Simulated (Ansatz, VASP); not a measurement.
## Two plane-wave programs on Sb

Contents of INCAR:

```
PREC = Accurate ; ENCUT = 520
EDIFF = 1E-6 ; ISMEAR = 0
SIGMA = 0.15 ; LREAL = False
LASPH = True ; NELM = 100
ALGO = Normal ; ISIF = 2
LWAVE = False ; LCHARG = False
GGA = PS ; NBANDS = 12
```

The input KPOINTS:

```
Automatic mesh
0
Gamma
  18 18 10
```

POSCAR

```
Sb
1.0
    3.3690001795      0.0000000000      0.0000000000
   -1.6845000898      2.9176397408      0.0000000000
    0.0000000000      0.0000000000      5.3300000000
Sb
2
Direct
    0.3036509366      0.6666666667      0.2312382739
    0.6666666667      0.3333333333      0.7500000000
```

Input for Ansatz:

```yaml
crystal:
  lattice:
    - [3.3690001795, 0.0, 0.0]
    - [-1.6845000898, 2.9176397408, 0.0]
    - [0.0, 0.0, 5.33]
  atoms:
    - { symbol: Sb, position: [0.3036509366, 0.6666666667, 0.2312382739] }
    - { symbol: Sb, position: [0.6666666667, 0.3333333333, 0.75] }
basis:
  ecutwfc: 420
kpoints:
  mp_grid: { grid: [18, 18, 10] }
hamiltonian:
  xc: pbesol
scf:
  occupations: { method: gaussian, width: 0.15 }
output:
  forces: true
  stress: true
  eigenvalues: true
```

Alike in both runs: task single point; functional PBEsol; k mesh 18 × 18 × 10; occupations gaussian, width 0.15 eV; no spin polarisation.

```csv
,VASP,Ansatz
version,VASP 6.6.1,Ansatz 0.2.0
potentials or method,"VASP PAW PBE potentials, release 64 (Sb), cutoff 520 eV","scalar-relativistic, plane waves, PAW"
valence electrons in the cell,10,30
```

```csv
,VASP,Ansatz,Ansatz less VASP
gap on the k mesh at the Fermi level (eV),none,none,-
pressure (GPa),0.2,0.2,0.00
"traceless stress, the component that is largest in VASP (GPa)",0.97,0.96,-0.011
rms of the force components (eV/Å),0.084,0.080,-0.0036
```

VASP's potentials were made for PBE, not for PBEsol. Atom by atom the forces differ by 0.004 eV/Å (rms over components). A gap of «none» marks a metal or a gap that the smearing closes. The functional is the same, so the differences come from potentials, cutoffs and numerics. VASP's potentials hold 10 valence electrons a cell and Ansatz's 30, so a difference there can come from the potentials and not from the codes.

Spin-orbit coupling is off throughout.
